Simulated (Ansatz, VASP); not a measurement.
One calculation of TiO2, two programs

```xyz
6
Lattice="4.5964 0.0000 0.0000 0.0000 4.5964 0.0000 0.0000 0.0000 2.9541" Properties=species:S:1:pos:R:3 pbc="T T T"
Ti    2.2982    2.2982    0.0000
Ti    0.0000    0.0000    1.4770
O     3.1962    3.1962    1.4770
O     3.6985    0.8980    0.0000
O     0.8980    3.6985    0.0000
O     1.4003    1.4003    1.4770
```

Alike in both runs: functional r2SCAN; k mesh 6 × 6 × 10; occupations gaussian, width 0.02 eV; no spin polarisation.

Ansatz relaxed the structure, and its values are those at the end. VASP's run is a single point on that final structure, the one shown.

|  | VASP | Ansatz |
| --- | --- | --- |
| version | VASP 6.6.1 | Ansatz 0.2.0 |
| potentials or method | VASP PAW PBE potentials, release 64 (Ti_sv, O), cutoff 520 eV | scalar-relativistic, plane waves, PAW |
| valence electrons in the cell | 48 | 48 |

Ansatz gave:

| Quantity | Value |
| --- | --- |
| gap on the k mesh at the Fermi level (eV) | 2.22 |
| least direct gap on the mesh (eV) | 2.22 |
| pressure (GPa) | 0.0 |
| rms of the force components (eV/Å) | 0.002 |

**Question.** Estimate VASP's values.

**Answer.** gap on the k mesh at the Fermi level (eV): 2.23; least direct gap on the mesh (eV): 2.23; pressure (GPa): 1.3; rms of the force components (eV/Å): 0.018.

VASP's potentials were made for PBE, not for r2SCAN. With one functional, cell and mesh, what is left measures potentials, basis and numerics.
